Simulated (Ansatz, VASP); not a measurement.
**Rh in VASP and in Ansatz**

```
Rh
1.0
     0.00000    1.89785    1.89785
     1.89785    0.00000    1.89785
     1.89785    1.89785    0.00000
Rh
1
Direct
  0.00000 0.00000 0.00000
```

Alike in both runs: functional PBEsol-based screened hybrid with a share of 0.25 of exact exchange and HFSCREEN = 0.207; k mesh 6 × 6 × 6; occupations fermi-dirac, width 0.05 eV; no spin polarisation.

```csv
,VASP,Ansatz
version,VASP 6.6.1,Ansatz 0.2.0
potentials or method,"VASP PAW PBE potentials, release 64 (Rh_pv)",Ansatz PAW
plane-wave cutoff (eV),520,420
valence electrons in the cell,15,17
task,single point,band structure
```

VASP gave:

| Item | Value |
| --- | --- |
| gap on the k mesh at the Fermi level (eV) | none |
| pressure (GPa) | -9.0 |

Problem. Estimate Ansatz's values.

Solution. gap on the k mesh at the Fermi level (eV): none; pressure (GPa): -9.6.

VASP's potentials were made for PBE, not for PBEsol-based screened hybrid. A gap of «none» marks a metal or a gap that the smearing closes. With one functional, cell and mesh, what is left measures potentials, basis and numerics. VASP's potentials hold 15 valence electrons a cell and Ansatz's 17, so a difference there can come from the potentials and not from the codes.

The k mesh is coarse, so the values compare programs but aren't converged.
